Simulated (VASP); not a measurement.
Write the native input for VASP 6.6.1 that does the following.

```yaml
Task: single point
Functional: r2SCAN
Potentials_or_basis: VASP PAW PBE potentials, release 64 (Zn, S)
Cutoff: 550 eV
k_mesh: 6 × 6 × 6
Occupations: gaussian, width 0.01 eV
Spin: no spin polarisation
Dipole_correction: no
Further_INCAR_settings: ALGO = Normal; EDIFF = 1e-06; NBANDS = 16
```

ZnS:

```
Zn S
1.0
     0.00000    2.66688    2.66688
     2.66688    0.00000    2.66688
     2.66688    2.66688    0.00000
Zn S
1 1
Direct
  0.25000 0.25000 0.25000
  0.00000 0.00000 0.00000
```

This cell differs from its parent crystal: volume changed by -3%.

These files were run (other wordings do the same):

POSCAR

```
ZnS
1.0
    0.0000000000      2.6668806116      2.6668806116
    2.6668806116      0.0000000000      2.6668806116
    2.6668806116      2.6668806116      0.0000000000
Zn S
1 1
Direct
    0.2500000000      0.2500000000      0.2500000000
    0.0000000000      0.0000000000      0.0000000000
```

INCAR.step1

```
SYSTEM = ZnS
  PREC = Accurate
  ENCUT = 550
  ISMEAR = 0
  SIGMA = 0.01
  LREAL = .FALSE.
  LASPH = .TRUE.
  NELM = 120
  NBANDS = 16
  GGA = PE
  ALGO = Normal
  EDIFF = 1E-5
  LWAVE = .TRUE.
  LCHARG = .FALSE.
  GGA_COMPAT = .FALSE.
```

INCAR.step2

```
SYSTEM = ZnS
  PREC = Accurate
  ENCUT = 550
  EDIFF = 1E-6
  ISMEAR = 0
  SIGMA = 0.01
  LREAL = .FALSE.
  LASPH = .TRUE.
  NELM = 120
  ALGO = Normal
  ISIF = 2
  LWAVE = .FALSE.
  LCHARG = .FALSE.
  METAGGA = R2SCAN
  LMIXTAU = .TRUE.
  NBANDS = 16
  ISTART = 1
  GGA_COMPAT = .FALSE.
```

KPOINTS

```
Automatic mesh
0
G
  6 6 6
  0 0 0
```

Potentials or basis: VASP PAW PBE potentials, release 64 (Zn, S).

Run with:

```bash
$ cat potpaw_PBE.64/Zn/POTCAR potpaw_PBE.64/S/POTCAR > POTCAR
$ cp INCAR.step1 INCAR
$ mpirun -np 1 vasp_std > vasp.out
$ cp INCAR.step2 INCAR
$ mpirun -np 1 vasp_std > vasp.out
```

It gave:

- Pressure: 2.6 GPa
- Band gap on the k mesh: 2.86 eV, direct

Caveat: the PAW data sets were made with another functional, which shifts forces and pressure a little.

It took 110 s on 1 thread of Intel Xeon 8259CL, on a shared host, peak memory 0.17 GiB.
